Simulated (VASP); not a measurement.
# In (P6_3/mmc) in VASP: notebook

The runs below take In through single point, with PBE.

Everything below comes from runs of VASP 6.6.1. Logs are shortened: lines on timing, memory, paths and dates and some standing lists are left out, and cuts for length are marked.

## Step 1: The cell of the first run

It takes space group P6_3/mmc (No. 194, hexagonal). Conventional cell: a = 3.432 Å, b = 3.432 Å, c = 5.834 Å, α = 90.00°, β = 90.00°, γ = 120.00°. Within 4.5 Å of In (site symmetry -6m2) lie 12 In at 3.43 to 3.53 Å.

This isn't the form of In at room conditions, which is tetragonal.

## Step 2: Single point, PBE (strained)

File INCAR:

```
ALGO = Fast
EDIFF = 1E-7
ENCUT = 520
GGA = PE
ISIF = 2
ISMEAR = 0
LASPH = True
LCHARG = False
LREAL = False
LWAVE = False
NBANDS = 20
NELM = 60
PREC = Accurate
SIGMA = 0.1
```

File KPOINTS:

```
k-points
0
Gamma
  15 15 8
```

File POSCAR:

```
In
1.0
    3.4321137761      0.0000000000      0.0000000000
   -1.7160568881      2.9722977189      0.0000000000
    0.0000000000      0.0000000000      5.8340170780
In
2
Direct
    0.3333333300      0.6666666700      0.2500000000
    0.6666666700      0.3333333300      0.7500000000
```

Potentials or basis: VASP PAW PBE potentials, release 64 (In_d).

Started as:

```bash
> cat potpaw_PBE.64/In_d/POTCAR > POTCAR
> mpirun -np 1 vasp_std > vasp.out
```

OUTCAR:

```text
EDIFF = 1E-7
   ENCUT = 520
   GGA = PE
   ISIF = 2
   ISMEAR = 0
   LASPH = True
   LREAL = False
   NELM = 60
   PREC = Accurate

 ion  position               nearest neighbor table
   1  0.333  0.667  0.250-   2 3.53   2 3.53   2 3.53   2 3.53   2 3.53   2 3.53
   2  0.667  0.333  0.750-   1 3.53   1 3.53   1 3.53   1 3.53   1 3.53   1 3.53

  LATTYP: Found a hexagonal cell.
 ALAT       =     3.4321137761
 C/A-ratio  =     1.6998320739

  Lattice vectors:

 A1 = (   3.4321137761,   0.0000000000,   0.0000000000)
 A2 = (  -1.7160568881,   2.9722977189,   0.0000000000)
 A3 = (   0.0000000000,   0.0000000000,   5.8340170780)

Analysis of symmetry for initial positions (statically):
=====================================================================
 Subroutine PRICEL returns:
 Original cell was already a primitive cell.

 Routine SETGRP: Setting up the symmetry group for a
 hexagonal supercell.

 Subroutine GETGRP returns: Found 24 space group operations
 (whereof 12 operations were pure point group operations)
 out of a pool of 24 trial point group operations.

The static configuration has the point symmetry D_3d.
 The point group associated with its full space group is D_6h.

Analysis of symmetry for dynamics (positions and initial velocities):
=====================================================================
 Subroutine PRICEL returns:
 Original cell was already a primitive cell.

 Routine SETGRP: Setting up the symmetry group for a
 hexagonal supercell.

 Subroutine GETGRP returns: Found 24 space group operations
 (whereof 12 operations were pure point group operations)
 out of a pool of 24 trial point group operations.

The dynamic configuration has the point symmetry D_3d.
 The point group associated with its full space group is D_6h.

 Subroutine INISYM returns: Found 24 space group operations
 (whereof 12 operations are pure point group operations),
 and found     1 'primitive' translations

----------------------------------------------------------------------------------------

                                     Primitive cell

  volume of cell :      59.5143

  direct lattice vectors                    reciprocal lattice vectors
     3.432113776  0.000000000  0.000000000     0.291365632  0.168220026  0.000000000
    -1.716056888  2.972297719  0.000000000     0.000000000  0.336440052  0.000000000
     0.000000000  0.000000000  5.834017078     0.000000000  0.000000000  0.171408480

  length of vectors
     3.432113776  3.432113776  5.834017078     0.336440052  0.336440052  0.171408480

[... 79 lines left out ...]
   NELM   =     60;   NELMIN=  2; NELMDL= -5     # of ELM steps
   EDIFF  = 0.1E-06   stopping-criterion for ELM
   LREAL  =      F    real-space projection
   EDIFFG = 0.1E-05   stopping-criterion for IOM
   NSW    =      0    number of steps for IOM
   IBRION =     -1    ionic relax: 0-MD 1-quasi-New 2-CG
   NFREE  =      0    steps in history (QN), initial steepest desc. (CG)
   ISIF   =      2    stress and relaxation
   ISYM   =      2    0-nonsym 1-usesym 2-fastsym
   POTIM  = 0.5000    time-step for ionic-motion
   TEBEG  =    0.0;   TEEND  =   0.0 temperature during run
   PSTRESS=    0.0 pullay stress
   NELECT =      26.0000    total number of electrons
   NUPDOWN=      -1.0000    fix difference up-down
   EMIN   =  10.00;   EMAX   =-10.00  energy-range for DOS
   EFERMI =   0.00;   METHOD = LEGACY
   ISMEAR =     0;   SIGMA  =   0.10  broadening in eV -4-tet -1-fermi 0-gaus
   EFERMI_NEDOS =   21; number of points for ismear=-14 and -15
   IALGO  =     68    algorithm
   IMIX   =      4    mixing-type and parameters
     AMIX     =   0.40;   BMIX     =  1.00
     AMIX_MAG =   1.60;   BMIX_MAG =  1.00
  volume/ion in A,a.u.               =      29.76       200.81
  Fermi-wavevector in a.u.,A,eV,Ry     =   1.242202  2.347420 20.994668  1.543065
  Thomas-Fermi vector in A             =   2.376566
   LORBIT       =      0    0 simple, 1 ext, 2 COOP (PROOUT), +10 PAW based schemes
   GGA     = PE    functional components
   LHFCALC =     F    Hartree Fock is set to
   AEXX    =    0.0000 exact exchange contribution
   IVDW    =     0    specifies the selected vdW correction
   LEPSILON=     F    determine dielectric tensor
   LRPA    =     F    only Hartree local field effects (RPA)
 non-spin polarized calculation
 RMM-DIIS sequential band-by-band and
 Gauss-broadening in eV      SIGMA  =   0.10
  energy-cutoff  :      520.00
  volume of cell :       59.51
 maximum number of plane-waves:      1629
 NGX is ok and might be reduce to    28
   NGX = 13   NGY = 13   NGZ = 21

 number of electron      25.9999992 magnetization

 Free energy of the ion-electron system (eV)
  ---------------------------------------------------
  ext. energy  EPLUGINS =         0.00000000
  ---------------------------------------------------
  free energy    TOTEN  =        -5.08181381 eV

  energy without entropy =       -5.07530160  energy(sigma->0) =       -5.07855770

 E-fermi :   6.1754     XC(G=0):  -9.6554

 val. band max:        6.1725121892   @ k =   0.4000   0.0000   0.0000
 cond. band min:       6.1826145891   @ k =   0.2667   0.2667   0.3750
 fundamental gap:      0.0101023999
 Fermi energy:         6.1753669495

 k-point     1 :       0.0000    0.0000    0.0000
  band No.  band energies     occupation
      1      -8.4125      2.00000
      2      -8.3993      2.00000
      3      -8.3579      2.00000
      4      -8.3579      2.00000
      5      -8.3415      2.00000
      6      -8.3415      2.00000
[... 541 lines left out ...]
     19      12.7183      0.00000
     20      17.7510      0.00000

 [... further k-points ...]

------------------------ aborting loop because EDIFF is reached ----------------------------------------

  FORCE on cell =-STRESS in cart. coord.  units (eV):
  Direction    XX          YY          ZZ          XY          YZ          ZX
  --------------------------------------------------------------------------------------
  -------------------------------------------------------------------------------------
  Total       -0.6490564     -0.6490564     -0.9788500      0.0000000     -0.0000000      0.0000000
  in kB      -17.4731555    -17.4731555    -26.3514814      0.0000000     -0.0000000      0.0000000
  external PRESSURE =     -20.4325975 kB  Pullay stress =       0.0000000 kB

 VOLUME and BASIS-vectors are now :
 -----------------------------------------------------------------------------
  energy-cutoff  :      520.00
  volume of cell :       59.51
      direct lattice vectors                 reciprocal lattice vectors
     3.432113776  0.000000000  0.000000000     0.291365632  0.168220026  0.000000000
    -1.716056888  2.972297719  0.000000000     0.000000000  0.336440052  0.000000000
     0.000000000  0.000000000  5.834017078     0.000000000  0.000000000  0.171408480

 POSITION                                       TOTAL-FORCE (eV/Angst)
 -----------------------------------------------------------------------------------
     -0.00000      1.98153      1.45850         0.000000      0.000000      0.000000
      1.71606      0.99077      4.37551        -0.000000     -0.000000      0.000000
 -----------------------------------------------------------------------------------
    total drift:                               -0.000003      0.000002      0.000000

  FREE ENERGIE OF THE ION-ELECTRON SYSTEM (eV)
  ---------------------------------------------------
  free  energy   TOTEN  =        -5.0818138055 eV

  energy  without entropy=       -5.0753015996  energy(sigma->0) =       -5.07855770
```

It took 2.7 min on 1 thread of Intel Xeon Platinum 8259CL at 2.50GHz (Skylake/Cascade Lake), shared host; peak memory 0.27 GiB.

What came out:

| Item | Value |
| --- | --- |
| Free energy | -5.0818 eV |
| Pressure | -2.0 GPa |
| Band gap on the k mesh | zero (bands 13 and 14 overlap by 5.15 eV) |

Caveat: the cell differs from its parent crystal (strained); spin-orbit coupling is left out, which moves the levels of the heavy elements.

## Step 3: Single point, PBE (strained)

File INCAR:

```
SYSTEM = In
  PREC = Accurate
  ENCUT = 520
  EDIFF = 1E-6
  ISMEAR = 0
  SIGMA = 0.1
  LREAL = .FALSE.
  LASPH = .TRUE.
  NELM = 100
  ALGO = Fast
  ISIF = 2
  LWAVE = .FALSE.
  LCHARG = .TRUE.
  GGA = PE
  LELF = .TRUE.
  LVHAR = .TRUE.
  NBANDS = 20
```

File KPOINTS:

```
Automatic mesh
0
G
  15 15 8
  0 0 0
```

File POSCAR:

```
In
1.0
    3.5445196133      0.0000000000      0.0000000000
   -1.7722598066      3.0696440294      0.0000000000
    0.0000000000      0.0000000000      5.5238523316
In
2
Direct
    0.3333333300      0.6666666700      0.2500000000
    0.6666666700      0.3333333300      0.7500000000
```

Potentials or basis: VASP PAW PBE potentials, release 64 (In_d).

Started as:

```bash
> cat potpaw_PBE.64/In_d/POTCAR > POTCAR
> mpirun -np 1 vasp_std > vasp.out
```

Wall time 2.2 min (1 thread of Intel Xeon Platinum 8259CL at 2.50GHz (Skylake/Cascade Lake), shared host); peak memory 0.26 GiB.

The run converged. Its results:

- Free energy: -5.0780 eV
- Pressure: -2.2 GPa
- Band gap on the k mesh: zero (bands 13 and 14 overlap by 5.80 eV)

Stress tensor (GPa, compression positive):
```
-2.28  0.00  0.00
 0.00 -2.28  0.00
 0.00  0.00 -2.19
```

Levels at points of the mesh, in eV from the Fermi level:
```csv
k point,band 10,band 11,band 12,band 13,band 14,band 15,band 16,band 17
"(0.00, 0.00, 0.00)",-14.33,-8.68,-3.83,-2.70,6.84,6.84,8.63,8.63
"(0.00, 0.00, 0.50)",-14.38,-7.36,-7.36,3.40,3.40,7.82,7.82,7.82
```

Caveat: the cell differs from its parent crystal (strained); spin-orbit coupling is left out, which moves the levels of the heavy elements.
